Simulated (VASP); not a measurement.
# Li2Se (Fm-3m) in VASP: further runs, part 2 of 2

VASP 6.6.1. Earlier steps stand in the parts before.

## Step 3: Single point, PBE (16.42 Å³/atom)

This run uses another cell than the first one, of 16.42 Å³/atom.

Contents of INCAR:

```
ALGO = Normal
EDIFF = 1E-6
ENCUT = 750
GGA = PE
GGA_COMPAT = F
ISIF = 2
ISMEAR = 0
LASPH = T
LCHARG = T
LELF = T
LREAL = F
LVHAR = T
LWAVE = F
NBANDS = 13
NELM = 120
PREC = Accurate
SIGMA = 0.02
```

Contents of KPOINTS:

```
k-points
0
Gamma
  8 8 8
```

Contents of POSCAR:

```
Li2Se
1.0
    0.0000000000      2.9095789553      2.9095789553
    2.9095789553      0.0000000000      2.9095789553
    2.9095789553      2.9095789553      0.0000000000
Li Se
2 1
Direct
    0.2500000000      0.2500000000      0.2500000000
    0.7500000000      0.7500000000      0.7500000000
    0.0000000000      0.0000000000      0.0000000000
```

Potentials or basis: VASP PAW PBE potentials, release 64 (Li_sv, Se).

Command:

```console
> cat potpaw_PBE.64/Li_sv/POTCAR potpaw_PBE.64/Se/POTCAR > POTCAR
> mpirun -np 1 vasp_std > vasp.out
```

OUTCAR:

```text
EDIFF = 1E-6
   ENCUT = 750
   GGA = PE
   ISIF = 2
   ISMEAR = 0
   LASPH = T
   LREAL = F
   NELM = 120
   PREC = Accurate

 ion  position               nearest neighbor table
   1  0.250  0.250  0.250-   3 2.52   3 2.52   3 2.52   3 2.52
   2  0.750  0.750  0.750-   3 2.52   3 2.52   3 2.52   3 2.52
   3  0.000  0.000  0.000-   2 2.52   1 2.52   2 2.52   1 2.52   2 2.52   2 2.52   1 2.52   1 2.52

  LATTYP: Found a face centered cubic cell.
 ALAT       =     5.8191579106

  Lattice vectors:

 A1 = (   0.0000000000,   2.9095789553,   2.9095789553)
 A2 = (   2.9095789553,   0.0000000000,   2.9095789553)
 A3 = (   2.9095789553,   2.9095789553,   0.0000000000)

Analysis of symmetry for initial positions (statically):
=====================================================================
 Subroutine PRICEL returns:
 Original cell was already a primitive cell.

 Routine SETGRP: Setting up the symmetry group for a
 face centered cubic supercell.

 Subroutine GETGRP returns: Found 48 space group operations
 (whereof 48 operations were pure point group operations)
 out of a pool of 48 trial point group operations.

The static configuration has the point symmetry O_h .

Analysis of symmetry for dynamics (positions and initial velocities):
=====================================================================
 Subroutine PRICEL returns:
 Original cell was already a primitive cell.

 Routine SETGRP: Setting up the symmetry group for a
 face centered cubic supercell.

 Subroutine GETGRP returns: Found 48 space group operations
 (whereof 48 operations were pure point group operations)
 out of a pool of 48 trial point group operations.

The dynamic configuration has the point symmetry O_h .

 Subroutine INISYM returns: Found 48 space group operations
 (whereof 48 operations are pure point group operations),
 and found     1 'primitive' translations

----------------------------------------------------------------------------------------

                                     Primitive cell

  volume of cell :      49.2630

  direct lattice vectors                    reciprocal lattice vectors
     0.000000000  2.909578955  2.909578955    -0.171846170  0.171846170  0.171846170
     2.909578955  0.000000000  2.909578955     0.171846170 -0.171846170  0.171846170
     2.909578955  2.909578955  0.000000000     0.171846170  0.171846170 -0.171846170

  length of vectors
     4.114766019  4.114766019  4.114766019     0.297646298  0.297646298  0.297646298

  position of ions in fractional coordinates (direct lattice)
     0.250000000  0.250000000  0.250000000
     0.750000000  0.750000000  0.750000000
     0.000000000  0.000000000  0.000000000

  ion indices of the primitive-cell ions
   primitive index   ion index
                 1           1
                 2           2
                 3           3

----------------------------------------------------------------------------------------

 KPOINTS: k-points

Automatic generation of k-mesh.
 Grid dimensions read from file:
 generate k-points for:    8    8    8

 Generating k-lattice:

  Cartesian coordinates                     Fractional coordinates (reciprocal lattice)
    -0.021480771  0.021480771  0.021480771     0.125000000  0.000000000  0.000000000
     0.021480771 -0.021480771  0.021480771     0.000000000  0.125000000  0.000000000
     0.021480771  0.021480771 -0.021480771     0.000000000  0.000000000  0.125000000

  Length of vectors
     0.037205787  0.037205787  0.037205787

  Shift w.r.t. Gamma in fractional coordinates (k-lattice)
     0.000000000  0.000000000  0.000000000

 Subroutine IBZKPT returns following result:
 ===========================================

 Found     29 irreducible k-points:

 Following reciprocal coordinates:
            Coordinates               Weight
  0.000000  0.000000  0.000000      1.000000
  0.125000  0.000000  0.000000      8.000000
  0.250000  0.000000  0.000000      8.000000
  0.375000  0.000000  0.000000      8.000000
  0.500000  0.000000  0.000000      4.000000
  0.125000  0.125000  0.000000      6.000000
[... 16 lines left out ...]
  0.500000  0.250000  0.125000     48.000000
 -0.375000  0.250000  0.125000     24.000000
 [... further k-points ...]
   k-points           NKPTS =     29   k-points in BZ     NKDIM =     29   number of bands    NBANDS=     13
   number of dos      NEDOS =    301   number of ions     NIONS =      3
   total plane-waves  NPLWV =  64000
   dimension x,y,z NGX =    40 NGY =   40 NGZ =   40
   dimension x,y,z NGXF=    80 NGYF=   80 NGZF=   80
   ions per type =               2   1
   NGX,Y,Z   is equivalent  to a cutoff of  16.16, 16.16, 16.16 a.u.
   NGXF,Y,Z  is equivalent  to a cutoff of  32.32, 32.32, 32.32 a.u.
 SYSTEM =  unknown system
   PREC   = accura    normal or accurate (medium, high low for compatibility)
   ISTART =      0    job   : 0-new  1-cont  2-samecut
   ICHARG =      2    charge: 1-file 2-atom 10-const
   ISPIN  =      1    spin polarized calculation?
   LNONCOLLINEAR =      F non collinear calculations
   LSORBIT =      F    spin-orbit coupling
   LASPH  =      T    aspherical Exc in radial PAW
   ENCUT  =  750.0 eV  55.12 Ry    7.42 a.u.   9.19  9.19  9.19*2*pi/ulx,y,z
   NELM   =    120;   NELMIN=  2; NELMDL= -5     # of ELM steps
   EDIFF  = 0.1E-05   stopping-criterion for ELM
   LREAL  =      F    real-space projection
[... 7 lines left out ...]
   TEBEG  =    0.0;   TEEND  =   0.0 temperature during run
   PSTRESS=    0.0 pullay stress
   NELECT =      12.0000    total number of electrons
   NUPDOWN=      -1.0000    fix difference up-down
   EMIN   =  10.00;   EMAX   =-10.00  energy-range for DOS
   EFERMI =   0.00;   METHOD = LEGACY
   ISMEAR =     0;   SIGMA  =   0.02  broadening in eV -4-tet -1-fermi 0-gaus
   EFERMI_NEDOS =   21; number of points for ismear=-14 and -15
   IALGO  =     38    algorithm
   IMIX   =      4    mixing-type and parameters
     AMIX     =   0.40;   BMIX     =  1.00
     AMIX_MAG =   1.60;   BMIX_MAG =  1.00
  volume/ion in A,a.u.               =      16.42       110.81
  Fermi-wavevector in a.u.,A,eV,Ry     =   1.022418  1.932090 14.222691  1.045338
  Thomas-Fermi vector in A             =   2.156096
   LORBIT       =      0    0 simple, 1 ext, 2 COOP (PROOUT), +10 PAW based schemes
   GGA     = PE    functional components
   LHFCALC =     F    Hartree Fock is set to
   AEXX    =    0.0000 exact exchange contribution
   IVDW    =     0    specifies the selected vdW correction
   LEPSILON=     F    determine dielectric tensor
   LRPA    =     F    only Hartree local field effects (RPA)
 non-spin polarized calculation
 Gauss-broadening in eV      SIGMA  =   0.02
  energy-cutoff  :      750.00
  volume of cell :       49.26
 maximum number of plane-waves:      2332
 NGX is ok and might be reduce to    40
   NGX = 19   NGY = 19   NGZ = 19

 number of electron      11.9999997 magnetization

 Free energy of the ion-electron system (eV)
  ---------------------------------------------------
  ext. energy  EPLUGINS =         0.00000000
  ---------------------------------------------------
  free energy    TOTEN  =       -11.07587827 eV

  energy without entropy =      -11.07587827  energy(sigma->0) =      -11.07587827

 E-fermi :   1.6854     XC(G=0):  -8.6152

 val. band max:        1.5604943597   @ k =   0.0000   0.0000   0.0000
 cond. band min:       4.4467881928   @ k =   0.5000   0.5000   0.0000
 fundamental gap:      2.8862938331
 Fermi energy:         1.6853915981

 k-point     1 :       0.0000    0.0000    0.0000
  band No.  band energies     occupation
      1     -43.0123      2.00000
      2     -42.9772      2.00000
      3     -10.0957      2.00000
      4       1.5605      2.00000
      5       1.5605      2.00000
      6       1.5605      2.00000
      7       5.3585      0.00000
      8       7.2179      0.00000
      9       7.2179      0.00000
     10       7.2179      0.00000
     11      12.4282      0.00000
     12      12.4282      0.00000
     13      12.8508      0.00000
[... 354 lines left out ...]
  band No.  band energies     occupation
      1     -42.9939      2.00000
      2     -42.9939      2.00000
      3      -9.5854      2.00000
      4      -1.3578      2.00000
      5       0.0972      2.00000
      6       0.4935      2.00000
      7       7.0563      0.00000
      8       7.6100      0.00000
      9       9.5153      0.00000
     10      10.3272      0.00000
     11      11.3550      0.00000
     12      12.8082      0.00000
     13      14.7601      0.00000

 [... further k-points ...]

------------------------ aborting loop because EDIFF is reached ----------------------------------------

  FORCE on cell =-STRESS in cart. coord.  units (eV):
  Direction    XX          YY          ZZ          XY          YZ          ZX
  --------------------------------------------------------------------------------------
  -------------------------------------------------------------------------------------
  Total        1.1629987      1.1629987      1.1629987      0.0000000      0.0000000     -0.0000000
  in kB       37.8241666     37.8241666     37.8241666      0.0000000      0.0000000     -0.0000000
  external PRESSURE =      37.8241666 kB  Pullay stress =       0.0000000 kB

 VOLUME and BASIS-vectors are now :
 -----------------------------------------------------------------------------
  energy-cutoff  :      750.00
  volume of cell :       49.26
      direct lattice vectors                 reciprocal lattice vectors
     0.000000000  2.909578955  2.909578955    -0.171846170  0.171846170  0.171846170
     2.909578955  0.000000000  2.909578955     0.171846170 -0.171846170  0.171846170
     2.909578955  2.909578955  0.000000000     0.171846170  0.171846170 -0.171846170

 POSITION                                       TOTAL-FORCE (eV/Angst)
 -----------------------------------------------------------------------------------
      1.45479      1.45479      1.45479        -0.000000     -0.000000     -0.000000
      4.36437      4.36437      4.36437         0.000000      0.000000      0.000000
      0.00000      0.00000      0.00000        -0.000000      0.000000     -0.000000
 -----------------------------------------------------------------------------------
    total drift:                                0.000000     -0.000000      0.000000

  FREE ENERGIE OF THE ION-ELECTRON SYSTEM (eV)
  ---------------------------------------------------
  free  energy   TOTEN  =       -11.0758782684 eV

  energy  without entropy=      -11.0758782684  energy(sigma->0) =      -11.07587827
```

OSZICAR:

```text
N       E                     dE             d eps       ncg     rms          rms(c)
DAV:   1     0.545337984425E+02    0.54534E+02   -0.66104E+03   754   0.118E+03
DAV:   2    -0.325791508220E+01   -0.57792E+02   -0.54589E+02   894   0.229E+02
DAV:   3    -0.111183055422E+02   -0.78604E+01   -0.78096E+01  1468   0.511E+01
DAV:   4    -0.112477109061E+02   -0.12941E+00   -0.12938E+00   946   0.988E+00
DAV:   5    -0.112503334060E+02   -0.26225E-02   -0.26224E-02  1178   0.108E+00    0.283E+00
DAV:   6    -0.110845584367E+02    0.16577E+00   -0.21290E-01   931   0.183E+00    0.178E+00
DAV:   7    -0.110689032221E+02    0.15655E-01   -0.11228E-01  1018   0.147E+00    0.747E-01
DAV:   8    -0.110757119373E+02   -0.68087E-02   -0.15816E-02   983   0.712E-01    0.246E-01
DAV:   9    -0.110756365768E+02    0.75361E-04   -0.40207E-04  1066   0.122E-01    0.150E-01
DAV:  10    -0.110758735451E+02   -0.23697E-03   -0.47600E-04   869   0.111E-01    0.598E-02
DAV:  11    -0.110758748411E+02   -0.12960E-05   -0.23739E-05  1114   0.312E-02    0.124E-02
DAV:  12    -0.110758800945E+02   -0.52534E-05   -0.68042E-06   914   0.142E-02    0.168E-02
DAV:  13    -0.110758783721E+02    0.17223E-05   -0.78029E-07   729   0.595E-03    0.232E-03
DAV:  14    -0.110758782684E+02    0.10377E-06   -0.71047E-08   522   0.206E-03
   1 F= -.11075878E+02 E0= -.11075878E+02  d E =-.764816E-21
```

Wall time 35 s (1 thread of Intel Xeon Platinum 8488C (Sapphire Rapids), shared host); peak memory 0.24 GiB.

What came out:

- Free energy: -11.0759 eV
- Pressure: 3.8 GPa
- Band gap on the k mesh: 2.89 eV (least direct gap 3.80 eV)

Caveat: the cell stands under pressure. Expect the measured gap to be larger: semilocal functionals such as PBE lack the derivative discontinuity.
